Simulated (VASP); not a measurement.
**K: single point with revPBE**

The system is K.

```
K
1.0
     7.95593    0.00000    0.00000
    -3.97797    6.89004    0.00000
     0.00000    0.00000    4.74221
K
3
Cartesian
  7.9559 0.0000 0.0000
  0.0000 4.5934 2.3711
  3.9780 2.2967 2.3711
```

This cell differs from its parent crystal: volume scaled by 1.08.

```
Program                : VASP 6.6.1
Task                   : single point
Functional             : revPBE
Potentials or basis    : VASP PAW PBE potentials, release 64 (K_sv)
Cutoff                 : 520 eV
k mesh                 : 6 × 6 × 8
Occupations            : fermi-dirac, width 0.1 eV
Spin                   : no spin polarisation
Dipole correction      : no
Further INCAR settings : ALGO = Normal; EDIFF = 1e-07; NBANDS = 20
```

```yaml
Pressure: -0.2 GPa
```

Levels at points of the mesh, in eV from the Fermi level:
```
           k point  band 10  band 11  band 12  band 13  band 14  band 15  band 16  band 17
(0.00, 0.00, 0.00)   -15.74   -15.74   -15.73    -1.93     1.07     1.07     1.07     1.07
(0.50, 0.00, 0.00)   -15.74   -15.74   -15.73    -1.07    -1.07     0.42     0.55     2.61
(0.00, 0.00, 0.50)   -15.76   -15.74   -15.74    -0.23    -0.12     1.82     1.82     1.88
(0.50, 0.00, 0.50)   -15.76   -15.74   -15.74     0.52     0.52     0.60     0.61     1.54
```

It took 58 s on 1 thread of Intel(R) Xeon(R) 6975P-C (Granite Rapids) (shared host), peak memory 0.41 GiB.

Caveat: the PAW data sets were made with another functional, which shifts forces and pressure a little.
